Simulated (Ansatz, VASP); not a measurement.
**Two plane-wave programs on SiC**

```
CELL_PARAMETERS angstrom
3.07600 0.00000 0.00000
-1.53800 2.66389 0.00000
0.00000 0.00000 5.04800
ATOMIC_POSITIONS crystal
Si 0.66667 0.33333 0.50000
Si 0.33333 0.66667 0.00000
C 0.66667 0.33333 0.88500
C 0.33333 0.66667 0.38500
```

Alike in both runs: task relaxation of cell and atoms; functional BLYP; dispersion D3(BJ); k mesh 10 × 10 × 5; occupations fermi-dirac, width 0.05 eV; no spin polarisation.

|  | VASP | Ansatz |
| --- | --- | --- |
| version | VASP 6.6.1 | Ansatz 0.2.0 |
| potentials or method | VASP PAW PBE potentials, release 64 (Si, C) | Ansatz PAW |
| plane-wave cutoff (eV) | 600 | 420 |
| valence electrons in the cell | 16 | 16 |

Ansatz gave:

```
relaxed volume (Å³/atom)                                     : 10.24
relaxed cell length with the largest relative difference (Å) : 5.035
```

Problem. What did VASP give for the same quantities?

Solution. Relaxed volume (Å³/atom): 10.27; relaxed cell length with the largest relative difference (Å): 5.040.

VASP's potentials were made for PBE, not for BLYP.

Noted on Ansatz's run: odd divisions of the mesh miss points on the zone boundary, where band edges often lie, so the gap on the mesh can be too wide; the plane-wave basis is chosen anew once the cell has moved, so the energies of steps on either side of that aren't comparable.
